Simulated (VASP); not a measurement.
FeO: single point with PBEsol-based screened hybrid with 25 % exact exchange

Crystal: FeO.

```
CELL_PARAMETERS angstrom
2.58979 0.00000 0.00000
0.00000 2.58979 0.00000
0.00000 0.00000 2.58979
ATOMIC_POSITIONS crystal
Fe 0.00000 0.00000 0.00000
O 0.50000 0.50000 0.50000
```

```json
{"Program": "VASP 6.6.1", "Task": "single point", "Functional": "PBEsol-based screened hybrid with 25 % exact exchange", "Potentials or basis": "VASP PAW PBE potentials, release 64 (Fe, O)", "Cutoff": "520 eV", "k mesh": "5 × 5 × 5", "Occupations": "fermi-dirac, width 0.05 eV", "Spin": "collinear spin, ferromagnetic start", "Starting moments": "[3.0, 0.0] μB", "Dipole correction": "no", "Grid for exact exchange (PRECFOCK)": "Normal", "Share of exact exchange": "0.25", "Further INCAR settings": "ALGO = Normal; EDIFF = 1e-06; NBANDS = 18", "Screening parameter": "0.207 1/Å"}
```

```
Pressure                                              : 0.8 GPa
Band gap on the k mesh                                : zero (filled and empty bands overlap)
Net moment                                            : 4.00 μB per cell
Site moments                                          : Fe +3.60; O +0.33 μB
Valence electrons inside the program's atomic spheres : Fe 6.82; O 5.03
```

Levels at points of the mesh, in eV from the Fermi level:
Spin up:
```csv
k point,band 7,band 8,band 9,band 10,band 11,band 12
"(0.00, 0.00, 0.00)",-3.74,-3.73,-3.73,1.85,16.45,16.47
```
Spin down:
| k point | band 2 | band 3 | band 4 | band 5 | band 6 | band 7 | band 8 | band 9 |
| --- | --- | --- | --- | --- | --- | --- | --- | --- |
| (0.00, 0.00, 0.00) | -2.68 | -2.68 | -2.66 | -2.42 | -2.27 | 2.86 | 3.95 | 3.95 |

Wall time 24 min on 1 thread of Intel(R) Xeon(R) Platinum 8259CL CPU @ 2.50GHz (Skylake/Cascade Lake), with other jobs on the host, peak memory 0.24 GiB.

Caveat: the k points lie up to 0.49 Å⁻¹ apart, too coarse for converged energies and pressures of a metal; the PAW data sets were made with another functional, which shifts forces and pressure a little; a cell with one magnetic atom can't hold antiferromagnetic order, which such compounds often take.
